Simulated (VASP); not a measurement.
# PbSe (F-43m) in VASP: a series of runs

The runs below take PbSe through single point, with PBE-based screened hybrid.

Program: VASP 6.6.1. These are calculated values, not measurements. Logs are shortened: lines on timing, memory, paths and dates and some standing lists are left out, and cuts for length are marked.

### 1 The cell of the first run

The structure is cubic, space group F-43m (No. 216). The conventional cell has a = 6.846 Å, b = 6.846 Å, c = 6.846 Å, α = 90.00°, β = 90.00°, γ = 90.00°. Within 3.9 Å of Pb (site symmetry -43m) lie 4 Se at 2.96 Å. Within 3.9 Å of Se (site symmetry -43m) lie 4 Pb at 2.96 Å.

### 2 Single point, PBE-based screened hybrid

POSCAR

```
PbSe
1.0
    0.0000000000      3.4232041400      3.4232041400
    3.4232041400      0.0000000000      3.4232041400
    3.4232041400      3.4232041400      0.0000000000
Pb Se
1 1
Direct
    0.0000000000      0.0000000000      0.0000000000
    0.2500000000      0.2500000000      0.2500000000
```

INCAR.step1

```
PREC = Accurate ; ENCUT = 520
EDIFF = 1E-5 ; ISMEAR = 0
SIGMA = 0.01 ; LREAL = F
LASPH = T ; NELM = 60
ALGO = Normal ; ISIF = 2
LWAVE = T ; LCHARG = F
NBANDS = 17 ; GGA = PE
```

INCAR.step2

```
PREC = Accurate ; ENCUT = 520
EDIFF = 1E-6 ; ISMEAR = 0
SIGMA = 0.01 ; LREAL = F
LASPH = T ; NELM = 60
ALGO = Normal ; ISIF = 2
LWAVE = F ; LCHARG = F
GGA = PE ; LHFCALC = T
AEXX = 0.1 ; HFSCREEN = 0.5
PRECFOCK = Normal ; NBANDS = 17
ISTART = 1
```

KPOINTS

```
regular mesh
0
Gamma
  4 4 4
```

Potentials or basis: VASP PAW PBE potentials, release 64 (Pb_d, Se).

Launch:

```sh
cat potpaw_PBE.64/Pb_d/POTCAR potpaw_PBE.64/Se/POTCAR > POTCAR
cp INCAR.step1 INCAR
mpirun -np 1 vasp_std > vasp.out
cp INCAR.step2 INCAR
mpirun -np 1 vasp_std > vasp.out
```

OUTCAR:

```text
PREC = Accurate
   ENCUT = 520
   EDIFF = 1E-6
   ISMEAR = 0
   LREAL = F
   LASPH = T
   NELM = 60
   ISIF = 2
   GGA = PE
   LHFCALC = T
   AEXX = 0.1
   HFSCREEN = 0.5
   PRECFOCK = Normal
   ISTART = 1

 ion  position               nearest neighbor table
   1  0.000  0.000  0.000-   2 2.96   2 2.96   2 2.96   2 2.96
   2  0.250  0.250  0.250-   1 2.96   1 2.96   1 2.96   1 2.96

  LATTYP: Found a face centered cubic cell.
 ALAT       =     6.8464082800

  Lattice vectors:

 A1 = (   0.0000000000,   3.4232041400,   3.4232041400)
 A2 = (   3.4232041400,   0.0000000000,   3.4232041400)
 A3 = (   3.4232041400,   3.4232041400,   0.0000000000)

Analysis of symmetry for initial positions (statically):
=====================================================================
 Subroutine PRICEL returns:
 Original cell was already a primitive cell.

 Routine SETGRP: Setting up the symmetry group for a
 face centered cubic supercell.

 Subroutine GETGRP returns: Found 24 space group operations
 (whereof 24 operations were pure point group operations)
 out of a pool of 48 trial point group operations.

The static configuration has the point symmetry T_d .

Analysis of symmetry for dynamics (positions and initial velocities):
=====================================================================
 Subroutine PRICEL returns:
 Original cell was already a primitive cell.

 Routine SETGRP: Setting up the symmetry group for a
 face centered cubic supercell.

 Subroutine GETGRP returns: Found 24 space group operations
 (whereof 24 operations were pure point group operations)
 out of a pool of 48 trial point group operations.

The dynamic configuration has the point symmetry T_d .

 Subroutine INISYM returns: Found 24 space group operations
 (whereof 24 operations are pure point group operations),
 and found     1 'primitive' translations

----------------------------------------------------------------------------------------

                                     Primitive cell

  volume of cell :      80.2284

  direct lattice vectors                    reciprocal lattice vectors
     0.000000000  3.423204140  3.423204140    -0.146061987  0.146061987  0.146061987
     3.423204140  0.000000000  3.423204140     0.146061987 -0.146061987  0.146061987
     3.423204140  3.423204140  0.000000000     0.146061987  0.146061987 -0.146061987

  length of vectors
     4.841141722  4.841141722  4.841141722     0.252986783  0.252986783  0.252986783

  position of ions in fractional coordinates (direct lattice)
     0.000000000  0.000000000  0.000000000
     0.250000000  0.250000000  0.250000000

  ion indices of the primitive-cell ions
   primitive index   ion index
                 1           1
                 2           2

----------------------------------------------------------------------------------------

 KPOINTS: regular mesh

Automatic generation of k-mesh.
 Grid dimensions read from file:
 generate k-points for:    4    4    4

 Generating k-lattice:

  Cartesian coordinates                     Fractional coordinates (reciprocal lattice)
    -0.036515497  0.036515497  0.036515497     0.250000000  0.000000000  0.000000000
     0.036515497 -0.036515497  0.036515497     0.000000000  0.250000000  0.000000000
     0.036515497  0.036515497 -0.036515497     0.000000000  0.000000000  0.250000000

  Length of vectors
     0.063246696  0.063246696  0.063246696

  Shift w.r.t. Gamma in fractional coordinates (k-lattice)
     0.000000000  0.000000000  0.000000000

 Subroutine IBZKPT returns following result:
 ===========================================

 Found      8 irreducible k-points:

 Following reciprocal coordinates:
            Coordinates               Weight
  0.000000  0.000000  0.000000      1.000000
  0.250000  0.000000  0.000000      8.000000
  0.500000  0.000000  0.000000      4.000000
  0.250000  0.250000  0.000000      6.000000
  0.500000  0.250000  0.000000     24.000000
 -0.250000  0.250000  0.000000     12.000000
  0.500000  0.500000  0.000000      3.000000
 -0.250000  0.500000  0.250000      6.000000
   k-points           NKPTS =      8   k-points in BZ     NKDIM =     64   number of bands    NBANDS=     17
   number of dos      NEDOS =    301   number of ions     NIONS =      2
   total plane-waves  NPLWV =  46656
   dimension x,y,z NGX =    36 NGY =   36 NGZ =   36
   dimension x,y,z NGXF=    72 NGYF=   72 NGZF=   72
   ions per type =               1   1
   NGX,Y,Z   is equivalent  to a cutoff of  12.36, 12.36, 12.36 a.u.
   NGXF,Y,Z  is equivalent  to a cutoff of  24.72, 24.72, 24.72 a.u.
 SYSTEM =  unknown system
   PREC   = accura    normal or accurate (medium, high low for compatibility)
   ISTART =      1    job   : 0-new  1-cont  2-samecut
   ICHARG =      0    charge: 1-file 2-atom 10-const
   ISPIN  =      1    spin polarized calculation?
   LNONCOLLINEAR =      F non collinear calculations
   LSORBIT =      F    spin-orbit coupling
   LASPH  =      T    aspherical Exc in radial PAW
   ENCUT  =  520.0 eV  38.22 Ry    6.18 a.u.   9.00  9.00  9.00*2*pi/ulx,y,z
   NELM   =     60;   NELMIN=  2; NELMDL=  0     # of ELM steps
   EDIFF  = 0.1E-05   stopping-criterion for ELM
   LREAL  =      F    real-space projection
   EDIFFG = 0.1E-04   stopping-criterion for IOM
   NSW    =      0    number of steps for IOM
   IBRION =     -1    ionic relax: 0-MD 1-quasi-New 2-CG
   NFREE  =      0    steps in history (QN), initial steepest desc. (CG)
   ISIF   =      2    stress and relaxation
   ISYM   =      3    0-nonsym 1-usesym 2-fastsym
   POTIM  = 0.5000    time-step for ionic-motion
   TEBEG  =    0.0;   TEEND  =   0.0 temperature during run
   PSTRESS=    0.0 pullay stress
   NELECT =      20.0000    total number of electrons
   NUPDOWN=      -1.0000    fix difference up-down
   EMIN   =  10.00;   EMAX   =-10.00  energy-range for DOS
   EFERMI =   0.00;   METHOD = LEGACY
   ISMEAR =     0;   SIGMA  =   0.01  broadening in eV -4-tet -1-fermi 0-gaus
   EFERMI_NEDOS =   21; number of points for ismear=-14 and -15
   IALGO  =     38    algorithm
   IMIX   =      1    mixing-type and parameters
     AMIX     =   0.40;   BMIX     =  1.00
     AMIX_MAG =   1.60;   BMIX_MAG =  1.00
  volume/ion in A,a.u.               =      40.11       270.70
  Fermi-wavevector in a.u.,A,eV,Ry     =   1.030328  1.947037 14.443606  1.061575
  Thomas-Fermi vector in A             =   2.164420
   LORBIT       =      0    0 simple, 1 ext, 2 COOP (PROOUT), +10 PAW based schemes
   GGA     = PE    functional components
   LHFCALC =     T    Hartree Fock is set to
   PRECFOCK=normal    Normal, Fast or Accurate (Low or Medium for compatibility)
   ENCUT4O =  -1.0   cutoff for four orbital integrals eV
   NKREDX  =     1    reduce k-point grid by
   NKREDY  =     1    reduce k-point grid by
   NKREDZ  =     1    reduce k-point grid by
   AEXX    =    0.1000 exact exchange contribution
   HFSCREEN=    0.5000 screening length (either q_TF or 0.3 A-1)
   HFSCREENC=   0.5000 screening length for correlation (either q_TF or 0.3 A-1)
   ENCUTFOCK=  -1.0 apply spherical cutoff to Coloumb kernel
   IVDW    =     0    specifies the selected vdW correction
   LEPSILON=     F    determine dielectric tensor
   LRPA    =     F    only Hartree local field effects (RPA)
 non-spin polarized calculation
 Gauss-broadening in eV      SIGMA  =   0.01
  energy-cutoff  :      520.00
  volume of cell :       80.23
 maximum number of plane-waves:      2200
  NGX = 28; NGY = 28; NGZ = 28

 number of electron      20.0000005 magnetization

 Free energy of the ion-electron system (eV)
  ---------------------------------------------------
  ext. energy  EPLUGINS =         0.00000000
  ---------------------------------------------------
  free energy    TOTEN  =        -8.11627440 eV

  energy without entropy =       -8.11627440  energy(sigma->0) =       -8.11627440

 E-fermi :   2.3428     XC(G=0):  -7.3829

 val. band max:        2.2939263954   @ k =  -0.2500   0.5000   0.2500
 cond. band min:       2.9796947858   @ k =   0.5000   0.5000   0.0000
 fundamental gap:      0.6857683904
 Fermi energy:         2.3428089609

 k-point     1 :       0.0000    0.0000    0.0000
  band No.  band energies     occupation
      1     -15.0655      2.00000
      2     -15.0655      2.00000
      3     -15.0655      2.00000
      4     -15.0330      2.00000
      5     -15.0330      2.00000
      6     -10.8685      2.00000
[... 9 lines left out ...]
     16      10.6269      0.00000
     17      11.4286      0.00000

 k-point     2 :       0.2500    0.0000    0.0000
  band No.  band energies     occupation
      1     -15.0785      2.00000
      2     -15.0611      2.00000
      3     -15.0611      2.00000
      4     -15.0324      2.00000
      5     -15.0324      2.00000
      6     -10.5963      2.00000
[... 9 lines left out ...]
     16       9.7971      0.00000
     17      10.9217      0.00000

 k-point     3 :       0.5000    0.0000    0.0000
  band No.  band energies     occupation
      1     -15.0914      2.00000
      2     -15.0577      2.00000
      3     -15.0577      2.00000
      4     -15.0307      2.00000
      5     -15.0307      2.00000
      6     -10.2655      2.00000
[... 9 lines left out ...]
     16      10.7877      0.00000
     17      10.7877      0.00000

 k-point     4 :       0.2500    0.2500    0.0000
  band No.  band energies     occupation
      1     -15.0882      2.00000
      2     -15.0560      2.00000
      3     -15.0560      2.00000
      4     -15.0359      2.00000
      5     -15.0300      2.00000
      6     -10.5007      2.00000
[... 9 lines left out ...]
     16      11.1785      0.00000
     17      12.9115      0.00000

 k-point     5 :       0.5000    0.2500    0.0000
  band No.  band energies     occupation
      1     -15.0989      2.00000
      2     -15.0535      2.00000
      3     -15.0516      2.00000
      4     -15.0353      2.00000
      5     -15.0293      2.00000
      6     -10.1557      2.00000
[... 9 lines left out ...]
     16      11.1618      0.00000
     17      11.8477      0.00000

 k-point     6 :      -0.2500    0.2500    0.0000
  band No.  band energies     occupation
      1     -15.0916      2.00000
      2     -15.0563      2.00000
      3     -15.0557      2.00000
      4     -15.0327      2.00000
      5     -15.0316      2.00000
      6     -10.2756      2.00000
[... 9 lines left out ...]
     16      10.5810      0.00000
     17      11.8411      0.00000

 k-point     7 :       0.5000    0.5000    0.0000
  band No.  band energies     occupation
      1     -15.1098      2.00000
      2     -15.0464      2.00000
      3     -15.0464      2.00000
      4     -15.0393      2.00000
      5     -15.0270      2.00000
      6     -10.0314      2.00000
[... 9 lines left out ...]
     16      12.1511      0.00000
     17      12.3286      0.00000

 k-point     8 :      -0.2500    0.5000    0.2500
  band No.  band energies     occupation
      1     -15.1024      2.00000
      2     -15.0543      2.00000
      3     -15.0470      2.00000
      4     -15.0355      2.00000
      5     -15.0300      2.00000
      6     -10.0269      2.00000
[... 9 lines left out ...]
     16      11.6590      0.00000
     17      11.7551      0.00000

------------------------ aborting loop because EDIFF is reached ----------------------------------------

  FORCE on cell =-STRESS in cart. coord.  units (eV):
  Direction    XX          YY          ZZ          XY          YZ          ZX
  --------------------------------------------------------------------------------------
  -------------------------------------------------------------------------------------
  Total        0.2381089      0.2381089      0.2381089      0.0000000     -0.0000000      0.0000000
  in kB        4.7550799      4.7550799      4.7550799      0.0000000     -0.0000000      0.0000000
  external PRESSURE =       4.7550799 kB  Pullay stress =       0.0000000 kB

 VOLUME and BASIS-vectors are now :
 -----------------------------------------------------------------------------
  energy-cutoff  :      520.00
  volume of cell :       80.23
      direct lattice vectors                 reciprocal lattice vectors
     0.000000000  3.423204140  3.423204140    -0.146061987  0.146061987  0.146061987
     3.423204140  0.000000000  3.423204140     0.146061987 -0.146061987  0.146061987
     3.423204140  3.423204140  0.000000000     0.146061987  0.146061987 -0.146061987

 POSITION                                       TOTAL-FORCE (eV/Angst)
 -----------------------------------------------------------------------------------
      0.00000      0.00000      0.00000         0.000000      0.000000      0.000000
      1.71160      1.71160      1.71160        -0.000000     -0.000000     -0.000000
 -----------------------------------------------------------------------------------
    total drift:                                0.000012      0.000024      0.000012

  FREE ENERGIE OF THE ION-ELECTRON SYSTEM (eV)
  ---------------------------------------------------
  free  energy   TOTEN  =        -8.1162744010 eV

  energy  without entropy=       -8.1162744010  energy(sigma->0) =       -8.11627440
```

Wall time 4.3 min (1 thread of Intel Xeon 6975P-C (Granite Rapids), shared host); peak memory 0.33 GiB.

What came out:

```yaml
Free_energy: -8.1163 eV
Pressure: 0.5 GPa
Band_gap_on_the_k_mesh: 0.69 eV, indirect (least direct gap 1.22 eV)
```

Levels at points of the mesh, in eV from the valence-band top:
| k point | band 6 | band 7 | band 8 | band 9 | band 10 | band 11 | band 12 | band 13 | band 14 | band 15 |
| --- | --- | --- | --- | --- | --- | --- | --- | --- | --- | --- |
| (0.00, 0.00, 0.00) | -13.16 | -6.47 | -1.71 | -1.71 | -1.71 | 2.19 | 2.19 | 2.19 | 4.79 | 8.33 |
| (0.50, 0.00, 0.00) | -12.56 | -8.03 | -2.24 | -2.24 | -2.04 | 2.96 | 2.96 | 3.74 | 6.61 | 8.04 |
| (0.50, 0.50, 0.00) | -12.33 | -8.39 | -2.94 | -2.94 | -0.54 | 0.69 | 4.98 | 4.98 | 6.03 | 8.06 |

Caveat: the PAW data sets were made with another functional, which shifts forces and pressure a little; spin-orbit coupling is left out, which moves the levels of the heavy elements.

(Continued in part 2 of 2.)
